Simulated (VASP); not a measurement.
# SnO2 (Pnnm) in VASP: notebook

SnO2 is run at these levels: PBE; tasks: single point.

Program: VASP 6.6.1. These are calculated values, not measurements. Logs are shortened: lines on timing, memory, paths and dates and some standing lists are left out, and cuts for length are marked.

### Step 1. The cell of the first run

The structure is orthorhombic, space group Pnnm (No. 58). The conventional cell has a = 4.997 Å, b = 4.997 Å, c = 3.011 Å, α = 90.00°, β = 90.00°, γ = 90.00°. Within 2.7 Å of Sn (site symmetry 2/m) lie 6 O at 2.04 to 2.17 Å. Within 2.7 Å of O (site symmetry m) lie 3 Sn at 2.04 to 2.17 Å.

### Step 2. Single point, PBE (mode 4 frozen in at -0.084 Å, strain +e along z and -e/2 along x and y -0.0700)

Contents of INCAR:

```
PREC = Accurate
ENCUT = 520
EDIFF = 1E-6
ISMEAR = 0
SIGMA = 0.05
LREAL = F
LASPH = T
NELM = 100
ALGO = Normal
ISIF = 2
LWAVE = F
LCHARG = F
GGA = PE
NBANDS = 35
```

Contents of KPOINTS:

```
Automatic mesh
0
Gamma
  6 6 8
```

Contents of POSCAR:

```
SnO2
1.0
    4.9967660549      0.0000000000      0.0000000000
    0.0000000000      4.9967802180      0.0000000000
    0.0000000000      0.0000000000      3.0112483655
Sn O
2 4
Direct
    0.5000000000      0.5000000000      0.5000000000
    0.0000000000      0.0000000000      0.0000000000
    0.2942685581      0.3189326770      0.0000000000
    0.7942685581      0.1810673230      0.5000000000
    0.2057314419      0.8189326770      0.5000000000
    0.7057314419      0.6810673230      0.0000000000
```

Potentials or basis: VASP PAW PBE potentials, release 64 (Sn_d, O).

Launch:

```
$ cat potpaw_PBE.64/Sn_d/POTCAR potpaw_PBE.64/O/POTCAR > POTCAR
$ mpirun -np 1 vasp_std > vasp.out
```

OUTCAR:

```text
PREC = Accurate
   ENCUT = 520
   EDIFF = 1E-6
   ISMEAR = 0
   LREAL = F
   LASPH = T
   NELM = 100
   ISIF = 2
   GGA = PE

 ion  position               nearest neighbor table
   1  0.500  0.500  0.500-   3 2.04   6 2.04   3 2.04   6 2.04   5 2.17   4 2.17
   2  0.000  0.000  0.000-   4 2.04   5 2.04   4 2.04   5 2.04   3 2.17   6 2.17
   3  0.294  0.319  0.000-   1 2.04   1 2.04   2 2.17
   4  0.794  0.181  0.500-   2 2.04   2 2.04   1 2.17
   5  0.206  0.819  0.500-   2 2.04   2 2.04   1 2.17
   6  0.706  0.681  0.000-   1 2.04   1 2.04   2 2.17

  LATTYP: Found a simple tetragonal cell.
 ALAT       =     4.9967660549
 C/A-ratio  =     0.6026394537

  Lattice vectors:

 A1 = (   4.9967660549,   0.0000000000,   0.0000000000)
 A2 = (   0.0000000000,   4.9967802180,   0.0000000000)
 A3 = (   0.0000000000,   0.0000000000,   3.0112483655)

Analysis of symmetry for initial positions (statically):
=====================================================================
 Subroutine PRICEL returns:
 Original cell was already a primitive cell.

 Routine SETGRP: Setting up the symmetry group for a
 simple tetragonal supercell.

 Subroutine GETGRP returns: Found  8 space group operations
 (whereof  4 operations were pure point group operations)
 out of a pool of 16 trial point group operations.

The static configuration has the point symmetry C_2h.
 The point group associated with its full space group is D_2h.

Analysis of symmetry for dynamics (positions and initial velocities):
=====================================================================
 Subroutine PRICEL returns:
 Original cell was already a primitive cell.

 Routine SETGRP: Setting up the symmetry group for a
 simple tetragonal supercell.

 Subroutine GETGRP returns: Found  8 space group operations
 (whereof  4 operations were pure point group operations)
 out of a pool of 16 trial point group operations.

The dynamic configuration has the point symmetry C_2h.
 The point group associated with its full space group is D_2h.

 Subroutine INISYM returns: Found  8 space group operations
 (whereof  4 operations are pure point group operations),
 and found     1 'primitive' translations

----------------------------------------------------------------------------------------

                                     Primitive cell

  volume of cell :      75.1841

  direct lattice vectors                    reciprocal lattice vectors
     4.996766055  0.000000000  0.000000000     0.200129442  0.000000000  0.000000000
     0.000000000  4.996780218  0.000000000     0.000000000  0.200128874  0.000000000
     0.000000000  0.000000000  3.011248366     0.000000000  0.000000000  0.332088184

  length of vectors
     4.996766055  4.996780218  3.011248366     0.200129442  0.200128874  0.332088184

  position of ions in fractional coordinates (direct lattice)
     0.500000000  0.500000000  0.500000000
     0.000000000  0.000000000  0.000000000
     0.294268558  0.318932677  0.000000000
     0.794268558  0.181067323  0.500000000
     0.205731442  0.818932677  0.500000000
     0.705731442  0.681067323  0.000000000

  ion indices of the primitive-cell ions
   primitive index   ion index
                 1           1
                 2           2
                 3           3
                 4           4
                 5           5
                 6           6

----------------------------------------------------------------------------------------

 KPOINTS: Automatic mesh

Automatic generation of k-mesh.
 Grid dimensions read from file:
 generate k-points for:    6    6    8

 Generating k-lattice:

  Cartesian coordinates                     Fractional coordinates (reciprocal lattice)
     0.033354907  0.000000000  0.000000000     0.166666667  0.000000000  0.000000000
     0.000000000  0.033354812  0.000000000     0.000000000  0.166666667  0.000000000
     0.000000000  0.000000000  0.041511023     0.000000000  0.000000000  0.125000000

  Length of vectors
     0.033354907  0.033354812  0.041511023

  Shift w.r.t. Gamma in fractional coordinates (k-lattice)
     0.000000000  0.000000000  0.000000000

 Subroutine IBZKPT returns following result:
 ===========================================

 Found     80 irreducible k-points:

 Following reciprocal coordinates:
            Coordinates               Weight
  0.000000  0.000000  0.000000      1.000000
  0.166667  0.000000  0.000000      2.000000
  0.000000  0.166667  0.000000      2.000000
  0.333333  0.000000  0.000000      2.000000
  0.000000  0.333333  0.000000      2.000000
  0.500000  0.000000  0.000000      1.000000
[... 16 lines left out ...]
  0.000000  0.500000  0.125000      2.000000
  0.166667  0.166667  0.125000      8.000000
 [... further k-points ...]
   k-points           NKPTS =     80   k-points in BZ     NKDIM =     80   number of bands    NBANDS=     35
   number of dos      NEDOS =    301   number of ions     NIONS =      6
   total plane-waves  NPLWV =  38400
   dimension x,y,z NGX =    40 NGY =   40 NGZ =   24
   dimension x,y,z NGXF=    80 NGYF=   80 NGZF=   48
   ions per type =               2   4
   NGX,Y,Z   is equivalent  to a cutoff of  13.31, 13.31, 13.25 a.u.
   NGXF,Y,Z  is equivalent  to a cutoff of  26.62, 26.62, 26.50 a.u.
 SYSTEM =  unknown system
   PREC   = accura    normal or accurate (medium, high low for compatibility)
   ISTART =      0    job   : 0-new  1-cont  2-samecut
   ICHARG =      2    charge: 1-file 2-atom 10-const
   ISPIN  =      1    spin polarized calculation?
   LNONCOLLINEAR =      F non collinear calculations
   LSORBIT =      F    spin-orbit coupling
   LASPH  =      T    aspherical Exc in radial PAW
   ENCUT  =  520.0 eV  38.22 Ry    6.18 a.u.   9.29  9.29  5.60*2*pi/ulx,y,z
   NELM   =    100;   NELMIN=  2; NELMDL= -5     # of ELM steps
   EDIFF  = 0.1E-05   stopping-criterion for ELM
   LREAL  =      F    real-space projection
   EDIFFG = 0.1E-04   stopping-criterion for IOM
   NSW    =      0    number of steps for IOM
   IBRION =     -1    ionic relax: 0-MD 1-quasi-New 2-CG
   NFREE  =      0    steps in history (QN), initial steepest desc. (CG)
   ISIF   =      2    stress and relaxation
   ISYM   =      2    0-nonsym 1-usesym 2-fastsym
   POTIM  = 0.5000    time-step for ionic-motion
   TEBEG  =    0.0;   TEEND  =   0.0 temperature during run
   PSTRESS=    0.0 pullay stress
   NELECT =      52.0000    total number of electrons
   NUPDOWN=      -1.0000    fix difference up-down
   EMIN   =  10.00;   EMAX   =-10.00  energy-range for DOS
   EFERMI =   0.00;   METHOD = LEGACY
   ISMEAR =     0;   SIGMA  =   0.05  broadening in eV -4-tet -1-fermi 0-gaus
   EFERMI_NEDOS =   21; number of points for ismear=-14 and -15
   IALGO  =     38    algorithm
   IMIX   =      4    mixing-type and parameters
     AMIX     =   0.40;   BMIX     =  1.00
     AMIX_MAG =   1.60;   BMIX_MAG =  1.00
  volume/ion in A,a.u.               =      12.53        84.56
  Fermi-wavevector in a.u.,A,eV,Ry     =   1.447774  2.735895 28.518471  2.096049
  Thomas-Fermi vector in A             =   2.565690
   LORBIT       =      0    0 simple, 1 ext, 2 COOP (PROOUT), +10 PAW based schemes
   GGA     = PE    functional components
   LHFCALC =     F    Hartree Fock is set to
   AEXX    =    0.0000 exact exchange contribution
   IVDW    =     0    specifies the selected vdW correction
   LEPSILON=     F    determine dielectric tensor
   LRPA    =     F    only Hartree local field effects (RPA)
 non-spin polarized calculation
 Gauss-broadening in eV      SIGMA  =   0.05
  energy-cutoff  :      520.00
  volume of cell :       75.18
 maximum number of plane-waves:      2055
 NGX is ok and might be reduce to    40
   NGX = 19   NGY = 19   NGZ = 11

 number of electron      52.0000010 magnetization

 Free energy of the ion-electron system (eV)
  ---------------------------------------------------
  ext. energy  EPLUGINS =         0.00000000
  ---------------------------------------------------
  free energy    TOTEN  =       -36.88320203 eV

  energy without entropy =      -36.88320203  energy(sigma->0) =      -36.88320203

 E-fermi :   5.6819     XC(G=0): -10.9471

 val. band max:        5.4524206979   @ k =   0.0000   0.0000   0.0000
 cond. band min:       6.6250311405   @ k =   0.0000   0.0000   0.0000
 fundamental gap:      1.1726104426
 Fermi energy:         5.6818922576

 k-point     1 :       0.0000    0.0000    0.0000
  band No.  band energies     occupation
      1     -15.6366      2.00000
      2     -15.1262      2.00000
      3     -14.6570      2.00000
      4     -14.5985      2.00000
      5     -14.5967      2.00000
      6     -14.5105      2.00000
[... 27 lines left out ...]
     34      17.1264      0.00000
     35      17.5027      0.00000

 k-point     2 :       0.1667    0.0000    0.0000
  band No.  band energies     occupation
      1     -15.6053      2.00000
      2     -15.1594      2.00000
      3     -14.6530      2.00000
      4     -14.5973      2.00000
      5     -14.5956      2.00000
      6     -14.5133      2.00000
[... 27 lines left out ...]
     34      17.3368      0.00000
     35      17.6382      0.00000

 k-point     3 :       0.0000    0.1667    0.0000
  band No.  band energies     occupation
      1     -15.6059      2.00000
      2     -15.1602      2.00000
      3     -14.6531      2.00000
      4     -14.5972      2.00000
      5     -14.5956      2.00000
      6     -14.5140      2.00000
[... 27 lines left out ...]
     34      17.3444      0.00000
     35      17.5153      0.00000
[... 723 lines left out ...]
 k-point    23 :       0.0000    0.5000    0.1250
  band No.  band energies     occupation
      1     -15.3070      2.00000
      2     -15.3070      2.00000
      3     -14.7945      2.00000
      4     -14.7945      2.00000
      5     -14.5673      2.00000
      6     -14.5673      2.00000
[... 27 lines left out ...]
     34      17.4860      0.00000
     35      18.0901      0.00000

 k-point    24 :       0.1667    0.1667    0.1250
  band No.  band energies     occupation
      1     -15.4882      2.00000
      2     -15.0920      2.00000
      3     -14.7940      2.00000
      4     -14.7939      2.00000
      5     -14.6107      2.00000
      6     -14.5130      2.00000
[... 27 lines left out ...]
     34      17.2520      0.00000
     35      17.5739      0.00000

 [... further k-points ...]
[... 5 lines left out ...]
  --------------------------------------------------------------------------------------
  -------------------------------------------------------------------------------------
  Total       -1.1283160     -0.5630852     11.0772653      0.0000000      0.0000000      0.0000000
  in kB      -24.0444855    -11.9993815    236.0572244      0.0000000      0.0000000      0.0000000
  external PRESSURE =      66.6711191 kB  Pullay stress =       0.0000000 kB

 VOLUME and BASIS-vectors are now :
 -----------------------------------------------------------------------------
  energy-cutoff  :      520.00
  volume of cell :       75.18
      direct lattice vectors                 reciprocal lattice vectors
     4.996766055  0.000000000  0.000000000     0.200129442  0.000000000  0.000000000
     0.000000000  4.996780218  0.000000000     0.000000000  0.200128874  0.000000000
     0.000000000  0.000000000  3.011248366     0.000000000  0.000000000  0.332088184

 POSITION                                       TOTAL-FORCE (eV/Angst)
 -----------------------------------------------------------------------------------
      2.49838      2.49839      1.50562         0.000000      0.000000      0.000000
      0.00000      0.00000      0.00000         0.000000      0.000000      0.000000
      1.47039      1.59364      0.00000        -0.145319     -0.216772      0.000000
      3.96877      0.90475      1.50562        -0.145319      0.216772      0.000000
      1.02799      4.09203      1.50562         0.145319     -0.216772     -0.000000
      3.52637      3.40314      0.00000         0.145319      0.216772     -0.000000
 -----------------------------------------------------------------------------------
    total drift:                                0.000000      0.000000     -0.000000

  FREE ENERGIE OF THE ION-ELECTRON SYSTEM (eV)
  ---------------------------------------------------
  free  energy   TOTEN  =       -36.8832020319 eV

  energy  without entropy=      -36.8832020319  energy(sigma->0) =      -36.88320203
```

It took 88 s on 1 thread of Intel Xeon 6975P-C (Granite Rapids), shared host; peak memory 0.3 GiB.

What came out:

* Free energy: -36.8832 eV
* Pressure: 6.7 GPa
* Largest force: 0.261 eV/Å
* Band gap on the k mesh: 1.17 eV, direct

Forces in eV/Å, atoms in the order of the input:
```
Sn   0.000  0.000  0.000
Sn   0.000  0.000  0.000
O   -0.145 -0.217  0.000
O   -0.145  0.217  0.000
O    0.145 -0.217  0.000
O    0.145  0.217  0.000
```

Stress tensor (GPa, compression positive):
```
-2.40  0.00  0.00
 0.00 -1.20  0.00
 0.00  0.00 23.61
```

Caveat: the cell differs from its parent crystal (mode 4 frozen in at -0.084 Å, strain +e along z and -e/2 along x and y -0.0700); spin-orbit coupling is left out, which moves the levels of the heavy elements.

### Step 3. Single point, PBE (mode 4 frozen in at -0.084 Å, strain +e along z and -e/2 along x and y +0.0700)

Contents of INCAR:

```
ALGO = Normal ; EDIFF = 1E-7
ENCUT = 520 ; GGA = PE
ISIF = 2 ; ISMEAR = 0
LASPH = True ; LCHARG = True
LELF = True ; LREAL = False
LVHAR = True ; LWAVE = False
NBANDS = 35 ; NELM = 100
PREC = Accurate ; SIGMA = 0.05
```

Contents of KPOINTS:

```
k-points
0
Gamma
  6 6 8
```

Edit POSCAR of step 2 so:

```diff
@@ -2,5 +2,5 @@
 1.0
-    4.9967660549      0.0000000000      0.0000000000
-    0.0000000000      4.9967802180      0.0000000000
-    0.0000000000      0.0000000000      3.0112483655
+    4.6588205247      0.0000000000      0.0000000000
+    0.0000000000      4.6588337298      0.0000000000
+    0.0000000000      0.0000000000      3.4645545711
 Sn O
```

Potentials or basis: VASP PAW PBE potentials, release 64 (Sn_d, O).

Launch:

```
$ cat potpaw_PBE.64/Sn_d/POTCAR potpaw_PBE.64/O/POTCAR > POTCAR
$ mpirun -np 1 vasp_std > vasp.out
```

It took 91 s on 1 thread of Intel Xeon 6975P-C (Granite Rapids), shared host; peak memory 0.29 GiB.

The run converged. Its results:

```
Free energy            : -37.0068 eV
Pressure               : -1.2 GPa
Largest force          : 0.256 eV/Å
Band gap on the k mesh : 0.59 eV, direct
```

Forces in eV/Å, atoms in the order of the input:
```
Sn   0.000  0.000  0.000
Sn   0.000  0.000  0.000
O    0.222  0.128  0.000
O    0.222 -0.128  0.000
O   -0.222  0.128  0.000
O   -0.222 -0.128  0.000
```

Stress tensor (GPa, compression positive):
```
  4.44   0.00   0.00
  0.00   4.90   0.00
  0.00   0.00 -13.01
```

Levels at points of the mesh, in eV from the valence-band top:
```tsv
k point	band 22	band 23	band 24	band 25	band 26	band 27	band 28	band 29	band 30	band 31
(0.00, 0.00, 0.00)	-1.32	-1.23	-0.50	-0.48	0.00	0.59	5.02	5.55	5.58	9.19
(0.50, 0.00, 0.00)	-1.65	-1.19	-1.19	-0.37	-0.37	3.87	3.87	6.12	6.12	11.16
(0.00, 0.50, 0.00)	-1.80	-1.19	-1.19	-0.44	-0.44	4.03	4.03	6.51	6.51	10.98
(0.50, 0.50, 0.00)	-1.87	-1.39	-1.39	-0.50	-0.50	4.13	4.13	6.89	6.89	11.02
(0.00, 0.00, 0.50)	-2.38	-1.44	-1.44	-0.96	-0.96	5.52	5.52	9.28	9.28	9.65
(0.50, 0.00, 0.50)	-1.64	-0.71	-0.71	-0.47	-0.47	5.94	5.94	8.22	8.22	9.58
(0.00, 0.50, 0.50)	-1.36	-0.87	-0.87	-0.36	-0.36	5.91	5.91	8.02	8.02	10.02
(0.50, 0.50, 0.50)	-1.86	-0.68	-0.68	-0.46	-0.46	4.46	4.46	8.84	8.84	9.83
```

Caveat: the cell differs from its parent crystal (mode 4 frozen in at -0.084 Å, strain +e along z and -e/2 along x and y +0.0700); spin-orbit coupling is left out, which moves the levels of the heavy elements.
